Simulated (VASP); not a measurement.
# SiC (Fm-3m) in VASP: relaxation of cell and atoms with PBE

Aim: the relaxation of cell and atoms of SiC with PBE.

Program: VASP 6.6.1. These are calculated values, not measurements. Logs are shortened: lines on timing, memory, paths and dates and some standing lists are left out, and cuts for length are marked.

### Step 1. The cell of the first run

It takes space group Fm-3m (No. 225, cubic). The conventional cell has a = 4.053 Å, b = 4.053 Å, c = 4.053 Å, α = 90.00°, β = 90.00°, γ = 90.00°. Si (site symmetry m-3m) has 6 C at 2.03 Å within 2.7 Å. Within 2.7 Å of C (site symmetry m-3m) lie 6 Si at 2.03 Å.

### Step 2. Relaxation of cell and atoms, PBE

The input, INCAR:

```
PREC     = Accurate       # precision mode
ENCUT    = 600            # plane-wave cutoff, eV
EDIFF    = 1E-6           # SCF threshold, eV
ISMEAR   = 0              # smearing method
SIGMA    = 0.1            # smearing width, eV
LREAL    = F              # projectors in reciprocal space
LASPH    = T              # aspherical terms in the spheres
NELM     = 80             # most SCF steps
ALGO     = Normal         # electronic algorithm
ISIF     = 3              # what is computed and relaxed
LWAVE    = F              # write WAVECAR
LCHARG   = F              # write CHGCAR
GGA      = PE             # functional
IBRION   = 2              # ionic algorithm
NSW      = 100            # ionic steps
EDIFFG   = -0.01          # ionic threshold
```

The input, KPOINTS:

```
regular mesh
0
Gamma
  24 24 24
```

The input, POSCAR:

```
SiC
1.0
    0.0000000000      2.0262503581      2.0262503581
    2.0262503581      0.0000000000      2.0262503581
    2.0262503581      2.0262503581      0.0000000000
Si C
1 1
Direct
    0.0000000000      0.0000000000      0.0000000000
    0.5000000000      0.5000000000      0.5000000000
```

Potentials or basis: VASP PAW PBE potentials, release 64 (Si, C).

Run with:

```
$ cat potpaw_PBE.64/Si/POTCAR potpaw_PBE.64/C/POTCAR > POTCAR
$ mpirun -np 1 vasp_std > vasp.out
```

OUTCAR:

```text
PREC = Accurate
   ENCUT = 600
   EDIFF = 1E-6
   ISMEAR = 0
   LREAL = F
   LASPH = T
   NELM = 80
   ISIF = 3
   GGA = PE
   IBRION = 2
   NSW = 100
   EDIFFG = -0.01

 ion  position               nearest neighbor table
   1  0.000  0.000  0.000-   2 2.03   2 2.03   2 2.03   2 2.03   2 2.03   2 2.03
   2  0.500  0.500  0.500-   1 2.03   1 2.03   1 2.03   1 2.03   1 2.03   1 2.03

  LATTYP: Found a face centered cubic cell.
 ALAT       =     4.0525007162

  Lattice vectors:

 A1 = (   0.0000000000,   2.0262503581,   2.0262503581)
 A2 = (   2.0262503581,   0.0000000000,   2.0262503581)
 A3 = (   2.0262503581,   2.0262503581,   0.0000000000)

Analysis of symmetry for initial positions (statically):
=====================================================================
 Subroutine PRICEL returns:
 Original cell was already a primitive cell.

 Routine SETGRP: Setting up the symmetry group for a
 face centered cubic supercell.

 Subroutine GETGRP returns: Found 48 space group operations
 (whereof 48 operations were pure point group operations)
 out of a pool of 48 trial point group operations.

The static configuration has the point symmetry O_h .

Analysis of symmetry for dynamics (positions and initial velocities):
=====================================================================
 Subroutine PRICEL returns:
 Original cell was already a primitive cell.

 Routine SETGRP: Setting up the symmetry group for a
 face centered cubic supercell.

 Subroutine GETGRP returns: Found 48 space group operations
 (whereof 48 operations were pure point group operations)
 out of a pool of 48 trial point group operations.

The dynamic configuration has the point symmetry O_h .

 Subroutine INISYM returns: Found 48 space group operations
 (whereof 48 operations are pure point group operations),
 and found     1 'primitive' translations

----------------------------------------------------------------------------------------

                                     Primitive cell

  volume of cell :      16.6383

  direct lattice vectors                    reciprocal lattice vectors
     0.000000000  2.026250358  2.026250358    -0.246761215  0.246761215  0.246761215
     2.026250358  0.000000000  2.026250358     0.246761215 -0.246761215  0.246761215
     2.026250358  2.026250358  0.000000000     0.246761215  0.246761215 -0.246761215

  length of vectors
     2.865550737  2.865550737  2.865550737     0.427402961  0.427402961  0.427402961

  position of ions in fractional coordinates (direct lattice)
     0.000000000  0.000000000  0.000000000
     0.500000000  0.500000000  0.500000000

  ion indices of the primitive-cell ions
   primitive index   ion index
                 1           1
                 2           2

----------------------------------------------------------------------------------------

 KPOINTS: regular mesh

Automatic generation of k-mesh.
 Grid dimensions read from file:
 generate k-points for:   24   24   24

 Generating k-lattice:

  Cartesian coordinates                     Fractional coordinates (reciprocal lattice)
    -0.010281717  0.010281717  0.010281717     0.041666667  0.000000000  0.000000000
     0.010281717 -0.010281717  0.010281717     0.000000000  0.041666667  0.000000000
     0.010281717  0.010281717 -0.010281717     0.000000000  0.000000000  0.041666667

  Length of vectors
     0.017808457  0.017808457  0.017808457

  Shift w.r.t. Gamma in fractional coordinates (k-lattice)
     0.000000000  0.000000000  0.000000000

 Subroutine IBZKPT returns following result:
 ===========================================

 Found    413 irreducible k-points:

 Following reciprocal coordinates:
            Coordinates               Weight
  0.000000  0.000000  0.000000      1.000000
  0.041667  0.000000  0.000000      8.000000
  0.083333  0.000000  0.000000      8.000000
  0.125000  0.000000  0.000000      8.000000
  0.166667  0.000000  0.000000      8.000000
  0.208333  0.000000  0.000000      8.000000
[... 16 lines left out ...]
  0.416667  0.041667  0.000000     24.000000
  0.458333  0.041667  0.000000     24.000000
 [... further k-points ...]
   k-points           NKPTS =    413   k-points in BZ     NKDIM =    413   number of bands    NBANDS=      8
   number of dos      NEDOS =    301   number of ions     NIONS =      2
   total plane-waves  NPLWV =  13824
   dimension x,y,z NGX =    24 NGY =   24 NGZ =   24
   dimension x,y,z NGXF=    48 NGYF=   48 NGZF=   48
   ions per type =               1   1
   NGX,Y,Z   is equivalent  to a cutoff of  13.92, 13.92, 13.92 a.u.
   NGXF,Y,Z  is equivalent  to a cutoff of  27.85, 27.85, 27.85 a.u.
 SYSTEM =  unknown system
   PREC   = accura    normal or accurate (medium, high low for compatibility)
   ISTART =      0    job   : 0-new  1-cont  2-samecut
   ICHARG =      2    charge: 1-file 2-atom 10-const
   ISPIN  =      1    spin polarized calculation?
   LNONCOLLINEAR =      F non collinear calculations
   LSORBIT =      F    spin-orbit coupling
   LASPH  =      T    aspherical Exc in radial PAW
   ENCUT  =  600.0 eV  44.10 Ry    6.64 a.u.   5.72  5.72  5.72*2*pi/ulx,y,z
   NELM   =     80;   NELMIN=  2; NELMDL= -5     # of ELM steps
   EDIFF  = 0.1E-05   stopping-criterion for ELM
   LREAL  =      F    real-space projection
   EDIFFG = -.1E-01   stopping-criterion for IOM
   NSW    =    100    number of steps for IOM
   IBRION =      2    ionic relax: 0-MD 1-quasi-New 2-CG
   NFREE  =      1    steps in history (QN), initial steepest desc. (CG)
   ISIF   =      3    stress and relaxation
   ISYM   =      2    0-nonsym 1-usesym 2-fastsym
   POTIM  = 0.5000    time-step for ionic-motion
   TEBEG  =    0.0;   TEEND  =   0.0 temperature during run
   PSTRESS=    0.0 pullay stress
   NELECT =       8.0000    total number of electrons
   NUPDOWN=      -1.0000    fix difference up-down
   EMIN   =  10.00;   EMAX   =-10.00  energy-range for DOS
   EFERMI =   0.00;   METHOD = LEGACY
   ISMEAR =     0;   SIGMA  =   0.10  broadening in eV -4-tet -1-fermi 0-gaus
   EFERMI_NEDOS =   21; number of points for ismear=-14 and -15
   IALGO  =     38    algorithm
   IMIX   =      4    mixing-type and parameters
     AMIX     =   0.40;   BMIX     =  1.00
     AMIX_MAG =   1.60;   BMIX_MAG =  1.00
  volume/ion in A,a.u.               =       8.32        56.14
  Fermi-wavevector in a.u.,A,eV,Ry     =   1.282533  2.423635 22.380083  1.644890
  Thomas-Fermi vector in A             =   2.414838
   LORBIT       =      0    0 simple, 1 ext, 2 COOP (PROOUT), +10 PAW based schemes
   GGA     = PE    functional components
   LHFCALC =     F    Hartree Fock is set to
   AEXX    =    0.0000 exact exchange contribution
   IVDW    =     0    specifies the selected vdW correction
   LEPSILON=     F    determine dielectric tensor
   LRPA    =     F    only Hartree local field effects (RPA)
 conjugate gradient relaxation of ions
 non-spin polarized calculation
 Gauss-broadening in eV      SIGMA  =   0.10
  energy-cutoff  :      600.00
  volume of cell :       16.64
 maximum number of plane-waves:       568
   NGX = 11   NGY = 11   NGZ = 11

--------------------------------------- Ionic step        1  -------------------------------------------

 number of electron       8.0000000 magnetization

 Free energy of the ion-electron system (eV)
  ---------------------------------------------------
  ext. energy  EPLUGINS =         0.00000000
  ---------------------------------------------------
  free energy    TOTEN  =       -13.57689711 eV

  energy without entropy =      -13.57495186  energy(sigma->0) =      -13.57592449

------------------------ aborting loop because EDIFF is reached ----------------------------------------

  FORCE on cell =-STRESS in cart. coord.  units (eV):
  Direction    XX          YY          ZZ          XY          YZ          ZX
  --------------------------------------------------------------------------------------
  -------------------------------------------------------------------------------------
  Total        0.0871635      0.0871635      0.0871635     -0.0000000     -0.0000000      0.0000000
  in kB        8.3933577      8.3933577      8.3933577     -0.0000000     -0.0000000      0.0000000
  external PRESSURE =       8.3933577 kB  Pullay stress =       0.0000000 kB
[... 57 lines left out ...]
  energy  without entropy=      -13.5749333164  energy(sigma->0) =      -13.57593750

--------------------------------------- Ionic step        3  -------------------------------------------

 number of electron       8.0000000 magnetization

 Free energy of the ion-electron system (eV)
  ---------------------------------------------------
  ext. energy  EPLUGINS =         0.00000000
  ---------------------------------------------------
  free energy    TOTEN  =       -13.57704522 eV

  energy without entropy =      -13.57506522  energy(sigma->0) =      -13.57605522

 E-fermi :  12.2431     XC(G=0): -12.6691

 val. band max:       12.2210055352   @ k =   0.1667   0.0833   0.0417
 cond. band min:      12.2443196905   @ k =   0.4583   0.3750   0.0000
 fundamental gap:      0.0233141554
 Fermi energy:        12.2430592331

 k-point     1 :       0.0000    0.0000    0.0000
  band No.  band energies     occupation
      1      -6.0913      2.00000
      2      12.3052      0.37970
      3      12.3052      0.37970
      4      12.3052      0.37969
      5      19.6640      0.00000
      6      21.2463      0.00000
      7      21.2463      0.00000
      8      21.2463      0.00000
[... 243 lines left out ...]
 k-point    24 :       0.4583    0.0417    0.0000
  band No.  band energies     occupation
      1      -1.5278      2.00000
      2       1.5907      2.00000
      3      11.1108      2.00000
      4      11.1576      2.00000
      5      17.3046      0.00000
      6      17.8964      0.00000
      7      18.3914      0.00000
      8      22.2252      0.00000

 [... further k-points ...]
[... 5 lines left out ...]
  --------------------------------------------------------------------------------------
  -------------------------------------------------------------------------------------
  Total        0.0005631      0.0005631      0.0005631     -0.0000000      0.0000000     -0.0000000
  in kB        0.0540371      0.0540371      0.0540371     -0.0000000      0.0000000     -0.0000000
  external PRESSURE =       0.0540371 kB  Pullay stress =       0.0000000 kB
[... 17 lines left out ...]
  FREE ENERGIE OF THE ION-ELECTRON SYSTEM (eV)
  ---------------------------------------------------
  free  energy   TOTEN  =       -13.5770452215 eV

  energy  without entropy=      -13.5750652236  energy(sigma->0) =      -13.57605522

 reached required accuracy - stopping structural energy minimisation
```

It took 51 s on 1 thread of Intel Xeon Platinum 8375C at 2.90GHz (Ice Lake), shared host; peak memory 0.19 GiB.

What came out:

```
Free energy                           : -13.5770 eV
Relaxed volume                        : 8.35 Å³/atom
Relaxed cell                          : a = 2.869 Å, b = 2.869 Å, c = 2.869 Å, α = 60.00°, β = 60.00°, γ = 60.00°
Space group after relaxing (to 0.1 Å) : Fm-3m (No. 225)
Energy gained by relaxing             : 0.1 meV/atom
Ionic steps                           : 3
Pressure after relaxing               : 0.0 GPa
Band gap on the k mesh                : zero (bands 4 and 5 overlap by 1.06 eV)
```

Step by step:
| step | energy change (eV) | largest force (eV/Å) | pressure (GPa) | volume (Å³) |
| --- | --- | --- | --- | --- |
| 1 | 0.0000 | 0.0000 | 0.84 | 16.64 |
| 2 | 0.0000 | 0.0000 | -0.68 | 16.74 |
| 3 | -0.0001 | 0.0000 | 0.01 | 16.70 |

Final structure:
```
CELL_PARAMETERS angstrom
0.00000 2.02856 2.02856
2.02856 0.00000 2.02856
2.02856 2.02856 0.00000
ATOMIC_POSITIONS crystal
Si 0.00000 0.00000 0.00000
C 0.50000 0.50000 0.50000
```
